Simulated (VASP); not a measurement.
# Fe (Pm-3m) in VASP: notebook, part 2 of 2

VASP 6.6.1.

### 3 Single point, BLYP, collinear spin, ferromagnetic start (volume scaled by 0.92)

Contents of INCAR:

```
SYSTEM = Fe
PREC = Accurate ; ENCUT = 520
EDIFF = 1E-7 ; ISMEAR = -1
SIGMA = 0.05 ; LREAL = .False.
LASPH = .True. ; NELM = 150
ALGO = Normal ; ISIF = 2
LWAVE = .False. ; LCHARG = .False.
ISPIN = 2 ; MAGMOM = 2.405
LORBIT = 11 ; LMAXMIX = 4
GGA = B5 ; ALDAX = 1.0
AGGAX = 1.0 ; AGGAC = 1.0
ALDAC = 0.0 ; NBANDS = 14
```

Contents of KPOINTS:

```
Automatic mesh
0
Gamma
  15 15 15
  0 0 0
```

Contents of POSCAR:

```
Fe
1.0
    2.3404247686      0.0000000000      0.0000000000
    0.0000000000      2.3404247686      0.0000000000
    0.0000000000      0.0000000000      2.3404247686
Fe
1
Direct
    0.0000000000      0.0000000000      0.0000000000
```

Potentials or basis: VASP PAW PBE potentials, release 64 (Fe).

The run is started by

```sh
> cat potpaw_PBE.64/Fe/POTCAR > POTCAR
> mpirun -np 1 vasp_std > vasp.out
```

OUTCAR:

```text
SYSTEM = Fe
   PREC = Accurate
   ENCUT = 520
   EDIFF = 1E-7
   ISMEAR = -1
   LREAL = .False.
   LASPH = .True.
   NELM = 150
   ISIF = 2
   ISPIN = 2
   LORBIT = 11
   GGA = B5

 ion  position               nearest neighbor table
   1  0.000  0.000  0.000-

  LATTYP: Found a simple cubic cell.
 ALAT       =     2.3404247686

  Lattice vectors:

 A1 = (   2.3404247686,   0.0000000000,   0.0000000000)
 A2 = (   0.0000000000,   2.3404247686,   0.0000000000)
[... 1023 lines left out ...]
  --------------------------------------------------------------------------------------
  -------------------------------------------------------------------------------------
  Total        0.8658995      0.8658995      0.8658995      0.0000000      0.0000000      0.0000000
  in kB      108.2166299    108.2166299    108.2166299      0.0000000      0.0000000      0.0000000
  external PRESSURE =     108.2166299 kB  Pullay stress =       0.0000000 kB

 VOLUME and BASIS-vectors are now :
 -----------------------------------------------------------------------------
  energy-cutoff  :      520.00
  volume of cell :       12.82
      direct lattice vectors                 reciprocal lattice vectors
     2.340424769  0.000000000  0.000000000     0.427272867  0.000000000  0.000000000
     0.000000000  2.340424769  0.000000000     0.000000000  0.427272867  0.000000000
     0.000000000  0.000000000  2.340424769     0.000000000  0.000000000  0.427272867

 POSITION                                       TOTAL-FORCE (eV/Angst)
 -----------------------------------------------------------------------------------
      0.00000      0.00000      0.00000         0.000000      0.000000      0.000000
 -----------------------------------------------------------------------------------
    total drift:                                0.000000      0.000000      0.000000

  FREE ENERGIE OF THE ION-ELECTRON SYSTEM (eV)
  ---------------------------------------------------
  free  energy   TOTEN  =        -6.5679111632 eV

  energy  without entropy=       -6.5612636666  energy(sigma->0) =       -6.56458741

 total charge

# of ion       s       p       d       tot
------------------------------------------
    1        0.511   0.420   6.355   7.286

 magnetization (x)

# of ion       s       p       d       tot
------------------------------------------
    1       -0.001  -0.014   2.254   2.239
```

It used 29 s of CPU time on 1 thread of Intel Xeon 6975P-C, on a shared host.

What came out:

```
Free energy                                           : -6.5679 eV
Pressure                                              : 10.8 GPa
Net moment                                            : 2.26 μB per cell
Site moments                                          : Fe +2.24 μB
Valence electrons inside the program's atomic spheres : Fe 7.29
```

Caveat: the cell differs from its parent crystal (volume scaled by 0.92); the PAW data sets were made with another functional, which shifts forces and pressure a little.

### 4 Single point, BLYP, collinear spin, ferromagnetic start (volume scaled by 0.96)

Contents of INCAR:

```
PREC = Accurate
ENCUT = 520
EDIFF = 1E-6
ISMEAR = -1
SIGMA = 0.05
LREAL = F
LASPH = T
NELM = 150
ALGO = Normal
ISIF = 2
LWAVE = F
LCHARG = F
ISPIN = 2
MAGMOM = 2.405
LORBIT = 11
LMAXMIX = 4
GGA = B5
ALDAX = 1.0
AGGAX = 1.0
AGGAC = 1.0
ALDAC = 0.0
NBANDS = 14
```

Contents of KPOINTS:

```
regular mesh
0
Gamma
  15 15 15
```

Contents of POSCAR:

```
Fe
1.0
    2.3738639259      0.0000000000      0.0000000000
    0.0000000000      2.3738639259      0.0000000000
    0.0000000000      0.0000000000      2.3738639259
Fe
1
Direct
    0.0000000000      0.0000000000      0.0000000000
```

The run is started by

```sh
> cat potpaw_PBE.64/Fe/POTCAR > POTCAR
> mpirun -np 1 vasp_std > vasp.out
```

It used 29 s of CPU time on 1 thread of Intel Xeon 6975P-C, on a shared host.

It converged, with:

- Free energy: -6.5942 eV
- Pressure: 4.5 GPa
- Net moment: 2.32 μB per cell
- Site moments: Fe +2.30 μB
- Valence electrons inside the program's atomic spheres: Fe 7.21

Levels at points of the mesh, in eV from the Fermi level:
Spin up:
| k point | band 3 | band 4 | band 5 | band 6 | band 7 | band 8 |
| --- | --- | --- | --- | --- | --- | --- |
| (0.00, 0.00, 0.00) | -3.77 | -0.47 | -0.47 | -0.47 | 18.78 | 18.78 |
Spin down:
| k point | band 1 | band 2 | band 3 | band 4 | band 5 | band 6 |
| --- | --- | --- | --- | --- | --- | --- |
| (0.00, 0.00, 0.00) | -7.26 | -2.43 | -2.43 | 2.41 | 2.41 | 2.41 |

Caveat: the cell differs from its parent crystal (volume scaled by 0.96); the PAW data sets were made with another functional, which shifts forces and pressure a little.

### 5 Single point, BLYP, collinear spin, ferromagnetic start

This run uses another cell than the first one, of 13.93 Å³/atom, 1.136 times its volume.

Contents of INCAR:

```
SYSTEM = Fe
PREC = Accurate ; ENCUT = 520
EDIFF = 1E-7 ; ISMEAR = -1
SIGMA = 0.05 ; LREAL = .FALSE.
LASPH = .TRUE. ; NELM = 150
ALGO = Normal ; ISIF = 2
LWAVE = .FALSE. ; LCHARG = .TRUE.
ISPIN = 2 ; MAGMOM = 2.405
LORBIT = 11 ; LMAXMIX = 4
GGA = B5 ; ALDAX = 1.0
AGGAX = 1.0 ; AGGAC = 1.0
ALDAC = 0.0 ; LELF = .TRUE.
LVHAR = .TRUE. ; NBANDS = 14
```

Contents of KPOINTS:

```
Automatic mesh
0
G
  15 15 15
  0 0 0
```

Contents of POSCAR:

```
Fe
1.0
    2.4063866513      0.0000000000      0.0000000000
    0.0000000000      2.4063866513      0.0000000000
    0.0000000000      0.0000000000      2.4063866513
Fe
1
Direct
    0.0000000000      0.0000000000      0.0000000000
```

The run is started by

```sh
> cat potpaw_PBE.64/Fe/POTCAR > POTCAR
> mpirun -np 1 vasp_std > vasp.out
```

It used 32 s of CPU time on 1 thread of Intel Xeon 6975P-C, on a shared host.

It converged, with:

- Free energy: -6.6005 eV
- Pressure: -0.7 GPa
- Net moment: 2.36 μB per cell
- Site moments: Fe +2.35 μB
- Valence electrons inside the program's atomic spheres: Fe 7.15

Levels at points of the mesh, in eV from the Fermi level:
Spin up:
```tsv
k point	band 1	band 2	band 3	band 4	band 5	band 6	band 7	band 8	band 9	band 10
(0.00, 0.00, 0.00)	-7.34	-3.66	-3.66	-0.58	-0.58	-0.58	18.25	18.25	18.25	22.15
```
Spin down:
| k point | band 1 | band 2 | band 3 | band 4 | band 5 | band 6 | band 7 |
| --- | --- | --- | --- | --- | --- | --- | --- |
| (0.00, 0.00, 0.00) | -7.09 | -2.28 | -2.28 | 2.34 | 2.34 | 2.34 | 18.81 |

Caveat: the PAW data sets were made with another functional, which shifts forces and pressure a little.

### 6 Single point, BLYP, collinear spin, ferromagnetic start (volume scaled by 1.04)

Contents of INCAR:

```
SYSTEM = Fe
PREC = Accurate
ENCUT = 520
EDIFF = 1E-7
ISMEAR = -1
SIGMA = 0.05
LREAL = .FALSE.
LASPH = .TRUE.
NELM = 150
ALGO = Normal
ISIF = 2
LWAVE = .FALSE.
LCHARG = .TRUE.
ISPIN = 2
MAGMOM = 2.405
LORBIT = 11
LMAXMIX = 4
GGA = B5
ALDAX = 1.0
AGGAX = 1.0
AGGAC = 1.0
ALDAC = 0.0
LELF = .TRUE.
LVHAR = .TRUE.
NBANDS = 14
```

KPOINTS is that of step 5.

Contents of POSCAR:

```
Fe
1.0
    2.4380532650      0.0000000000      0.0000000000
    0.0000000000      2.4380532650      0.0000000000
    0.0000000000      0.0000000000      2.4380532650
Fe
1
Direct
    0.0000000000      0.0000000000      0.0000000000
```

Potentials or basis: VASP PAW PBE potentials, release 64 (Fe).

The run is started by

```sh
> cat potpaw_PBE.64/Fe/POTCAR > POTCAR
> mpirun -np 1 vasp_std > vasp.out
```

It used 30 s of CPU time on 1 thread of Intel Xeon 6975P-C, on a shared host.

Results (log left out):

- Free energy: -6.5910 eV
- Pressure: -4.6 GPa
- Net moment: 2.42 μB per cell
- Site moments: Fe +2.41 μB
- Valence electrons inside the program's atomic spheres: Fe 7.09

Levels at points of the mesh, in eV from the Fermi level:
Spin up:
```csv
k point,band 2,band 3,band 4,band 5,band 6,band 7,band 8,band 9
"(0.00, 0.00, 0.00)",-3.56,-3.56,-0.68,-0.68,-0.68,17.76,17.76,17.76
```
Spin down:
```tsv
k point	band 1	band 2	band 3	band 4	band 5	band 6	band 7	band 8
(0.00, 0.00, 0.00)	-6.92	-2.13	-2.13	2.29	2.29	2.29	18.31	18.31
```

Caveat: the cell differs from its parent crystal (volume scaled by 1.04); the PAW data sets were made with another functional, which shifts forces and pressure a little.

### 7 Overview

```tsv
cell	gap on the mesh (eV)	pressure (GPa)	moment (μB)
a = 2.306 Å, 1 atom	none	18.9	2.19
a = 2.340 Å, 1 atom	none	10.8	2.26
a = 2.374 Å, 1 atom	none	4.5	2.32
a = 2.406 Å, 1 atom	none	-0.7	2.36
a = 2.438 Å, 1 atom	none	-4.6	2.42
```

Alike in all rows: task single point; level BLYP; potentials or basis VASP PAW PBE potentials, release 64 (Fe); spin collinear, ferromagnetic start; k mesh 15 × 15 × 15; cutoff (eV) 520; smearing fermi-dirac 0.05 eV.

Caveats: the PAW data sets were made with another functional, which shifts forces and pressure a little.

Total energies depend on the potentials used, so only differences within one code and one set of settings carry meaning.
